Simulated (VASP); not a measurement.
A run of VASP 6.6.1 is set up as follows.

The input INCAR:

```
SYSTEM = TiO2
PREC     = Accurate       ! precision mode
ENCUT    = 520            ! plane-wave cutoff, eV
EDIFF    = 1E-6           ! SCF threshold, eV
ISMEAR   = 0              ! smearing method
SIGMA    = 0.05           ! smearing width, eV
LREAL    = .FALSE.        ! projectors in reciprocal space
LASPH    = .TRUE.         ! aspherical terms in the spheres
NELM     = 100            ! most SCF steps
ALGO     = Normal         ! electronic algorithm
ISIF     = 2              ! what is computed and relaxed
LWAVE    = .FALSE.        ! write WAVECAR
LCHARG   = .FALSE.        ! write CHGCAR
GGA      = PS             ! functional
NBANDS   = 33             ! bands
```

File KPOINTS:

```
Automatic mesh
0
G
  6 6 10
  0 0 0
```

File POSCAR:

```
TiO2
1.0
    4.5912476203      0.0000000000      0.0000000000
    0.0000000000      4.5912476203      0.0000000000
    0.0000000000      0.0000000000      2.9389940195
Ti O
2 4
Direct
    0.0000000000      0.0000000000      0.1488604594
    0.5000000000      0.5000000000      0.6488604594
    0.3044387440      0.3044387440      0.0000000000
    0.1955612560      0.8044387440      0.5000000000
    0.6955612560      0.6955612560      0.0000000000
    0.8044387440      0.1955612560      0.5000000000
```

Potentials or basis: VASP PAW PBE potentials, release 64 (Ti_sv, O).

Run with:

```sh
$ cat potpaw_PBE.64/Ti_sv/POTCAR potpaw_PBE.64/O/POTCAR > POTCAR
$ mpirun -np 1 vasp_std > vasp.out
```

Question: What does it give for the largest force?

Answer: 6.886 eV/Å.

Question: Predict the band gap on the k mesh.

Answer: 3.60 eV, direct.

Stress tensor (GPa, compression positive):
```
27.47  0.00  0.00
 0.00 27.47  0.00
 0.00  0.00 39.09
```

Caveat: the cell differs from its parent crystal (all Ti atoms moved +0.438 Å, as atom 1 along Cartesian [0 0 1]); the PAW data sets were made with another functional, which shifts forces and pressure a little. A k mesh can miss the band edges.
